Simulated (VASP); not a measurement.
A run of VASP 6.6.1:

File POSCAR:

```
Cu
1.0
    3.1168452255      0.0000000000      0.0000000000
   -1.5584226127      2.6992671450      0.0000000000
    0.0000000000      0.0000000000      1.8666805769
Cu
3
Direct
    0.0000000000      0.0000000000      0.0000000000
    0.3333333333      0.6666666667      0.5000000000
    0.6666666667      0.3333333333      0.5000000000
```

File INCAR.step1:

```
SYSTEM = Cu
PREC = Accurate
ENCUT = 520
EDIFF = 1E-6
ISMEAR = -1
SIGMA = 0.08
LREAL = .FALSE.
LASPH = .TRUE.
NELM = 60
ALGO = Normal
ISIF = 2
LWAVE = .FALSE.
LCHARG = .TRUE.
LMAXMIX = 4
GGA = PE
NBANDS = 24
```

File KPOINTS.step1:

```
Automatic mesh
0
G
  9 9 12
  0 0 0
```

The input INCAR.step2:

```
SYSTEM = Cu
PREC = Accurate
ENCUT = 520
EDIFF = 1E-6
ISMEAR = -5
SIGMA = 0.08
LREAL = .FALSE.
LASPH = .TRUE.
NELM = 60
ALGO = Normal
ISIF = 2
LWAVE = .FALSE.
LCHARG = .FALSE.
LMAXMIX = 4
GGA = PE
LORBIT = 10
NEDOS = 1001
ICHARG = 11
```

KPOINTS.step2

```
Automatic mesh
0
G
  14 14 18
  0 0 0
```

Potentials or basis: VASP PAW PBE potentials, release 64 (Cu).

Launch:

```sh
$ cat potpaw_PBE.64/Cu/POTCAR > POTCAR
$ cp INCAR.step1 INCAR
$ cp KPOINTS.step1 KPOINTS
$ mpirun -np 1 vasp_std > vasp.out
$ cp INCAR.step2 INCAR
$ cp KPOINTS.step2 KPOINTS
$ mpirun -np 1 vasp_std > vasp.out
```

Hardware: 1 thread of Intel Xeon 6975P-C, on a shared host.

Estimate the wall time of this run.

Wall time 46 s on 1 thread of Intel Xeon 6975P-C (shared host), peak memory 0.17 GiB. Counts: k points 240.
